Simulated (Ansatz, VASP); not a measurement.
Two plane-wave programs on CrSn

```
Cr Sn
1.0
     3.06537    0.00000    0.00000
     0.00000    3.06537    0.00000
     0.00000    0.00000    3.84258
Cr Sn
1 1
Direct
  0.50000 0.50000 0.50000
  0.00000 0.00000 0.00000
```

Alike in both runs: functional PBE; k mesh 6 × 6 × 4; occupations gaussian, width 0.1 eV; collinear spin.

Ansatz relaxed the structure, and its values are those at the end. VASP's run is a single point on that final structure, the one shown.

|  | VASP | Ansatz |
| --- | --- | --- |
| version | VASP 6.6.1 | Ansatz 0.2.0 |
| potentials or method | VASP PAW PBE potentials, release 64 (Cr_pv, Sn_d), cutoff 520 eV | scalar-relativistic, plane waves, PAW |
| valence electrons in the cell | 26 | 28 |

|  | VASP | Ansatz | Ansatz less VASP |
| --- | --- | --- | --- |
| gap on the k mesh at the Fermi level (eV) | none | none | - |
| pressure (GPa) | 0.0 | 0.0 | -0.01 |
| net moment per atom (μB) | 1.38 | 1.38 | -0.005 |
| size of the moment on the site where the two differ most (μB) | 0.11 | 0.08 | -0.029 |

Site moments also hang on the region over which each program counts them. A gap of «none» marks a metal or a gap that the smearing closes. VASP's potentials hold 26 valence electrons a cell and Ansatz's 28, so a difference there can come from the potentials and not from the codes.

The k mesh is coarse, so the values compare programs but aren't converged.
